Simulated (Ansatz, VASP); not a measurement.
## CoSi2 in VASP and in Ansatz

Contents of POSCAR:

```
CoSi2
1.0
    0.0000000000      2.6574640070      2.6574640070
    2.6574640070      0.0000000000      2.6574640070
    2.6574640070      2.6574640070      0.0000000000
Co Si
1 2
Direct
    0.0000000000      0.0000000000      0.0000000000
    0.2500000000      0.2500000000      0.2500000000
    0.7500000000      0.7500000000      0.7500000000
```

Contents of INCAR.step1:

```
SYSTEM = CoSi2
ALGO = Normal
EDIFF = 1E-4
ENCUT = 520
GGA = PE
ISMEAR = 0
ISPIN = 2
LASPH = .TRUE.
LCHARG = .FALSE.
LMAXMIX = 4
LREAL = .FALSE.
LWAVE = .TRUE.
MAGMOM = 0.05 0 0
NBANDS = 20
NELM = 150
PREC = Accurate
SIGMA = 0.05
```

INCAR.step2

```
SYSTEM = CoSi2
ALGO = Normal
EDIFF = 1E-7
ENCUT = 520
ISIF = 2
ISMEAR = 0
ISPIN = 2
ISTART = 1
LASPH = .TRUE.
LCHARG = .TRUE.
LELF = .TRUE.
LMAXMIX = 4
LMIXTAU = .TRUE.
LORBIT = 11
LREAL = .FALSE.
LVHAR = .TRUE.
LWAVE = .FALSE.
MAGMOM = 0.05 0 0
METAGGA = R2SCAN
NBANDS = 20
NELM = 150
PREC = Accurate
SIGMA = 0.05
```

File KPOINTS:

```
k-points
0
G
  8 8 8
  0 0 0
```

Input for Ansatz:

```yaml
crystal:
  lattice:
    - [0.0, 2.657464007, 2.657464007]
    - [2.657464007, 0.0, 2.657464007]
    - [2.657464007, 2.657464007, 0.0]
  atoms:
    - { symbol: Co, position: [0.0, 0.0, 0.0], spin: 0.05 }
    - { symbol: Si, position: [0.25, 0.25, 0.25] }
    - { symbol: Si, position: [0.75, 0.75, 0.75] }
basis:
  ecutwfc: 500
  ecutrho_ratio: 4
kpoints:
  mp_grid: { grid: [8, 8, 8] }
hamiltonian:
  xc: r2scan
scf:
  occupations: { method: gaussian, width: 0.05 }
output:
  forces: true
  stress: true
  eigenvalues: true
  populations: true
magnetization:
  spin_polarized: true
```

Alike in both runs: task single point; functional r2SCAN; k mesh 8 × 8 × 8; occupations gaussian, width 0.05 eV; collinear spin.

```csv
,VASP,Ansatz
version,VASP 6.6.1,Ansatz 0.2.0
potentials or method,"VASP PAW PBE potentials, release 64 (Co, Si), cutoff 520 eV","scalar-relativistic, plane waves, PAW"
valence electrons in the cell,17,25
```

VASP gave:

```
gap on the k mesh at the Fermi level (eV) : none
pressure (GPa)                            : -0.1
net moment per atom (μB)                  : 0.00
```

Estimate Ansatz's values.

gap on the k mesh at the Fermi level (eV): none; pressure (GPa): 0.0; net moment per atom (μB): 0.00.

VASP's potentials were made for PBE, not for r2SCAN. A gap of «none» marks a metal or a gap that the smearing closes. VASP's potentials hold 17 valence electrons a cell and Ansatz's 25, so a difference there can come from the potentials and not from the codes. Ansatz's warnings: seeded moment not kept, stability check not made.
